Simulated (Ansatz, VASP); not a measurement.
**Two plane-wave programs on HfO2**

```xyz
6
Lattice="3.8826 0.0000 0.0000 0.0000 3.8826 0.0000 0.0000 0.0000 4.5363" Properties=species:S:1:pos:R:3 pbc="T T T"
Hf    1.9413    1.9413    2.2682
Hf    0.0000    0.0000    0.0000
O     0.0000    1.9413    3.1448
O     1.9413    0.0000    3.6597
O     1.9413    0.0000    1.3915
O     0.0000    1.9413    0.8767
```

Alike in both runs: task single point; functional PBE; k mesh 8 × 8 × 6; occupations gaussian, width 0.05 eV; no spin polarisation.

|  | VASP | Ansatz |
| --- | --- | --- |
| version | VASP 6.6.1 | Ansatz 0.2.0 |
| potentials or method | VASP PAW PBE potentials, release 64 (Hf_pv, O), cutoff 520 eV | scalar-relativistic, plane waves, PAW |
| valence electrons in the cell | 44 | 76 |

|  | VASP | Ansatz | Ansatz less VASP |
| --- | --- | --- | --- |
| gap on the k mesh at the Fermi level (eV) | 1.35 | 1.39 | +0.041 |
| least direct gap on the mesh (eV) | 1.35 | 1.39 | +0.040 |
| pressure (GPa) | -5.3 | -2.3 | +3.02 |
| traceless stress, the component that is largest in VASP (GPa) | 56.19 | 55.38 | -0.812 |
| rms of the force components (eV/Å) | 0.095 | 0.108 | +0.0126 |

Atom by atom the forces differ by 0.013 eV/Å (rms over components). VASP's potentials hold 44 valence electrons a cell and Ansatz's 76, so a difference there can come from the potentials and not from the codes.

Neither program's run includes spin-orbit coupling.
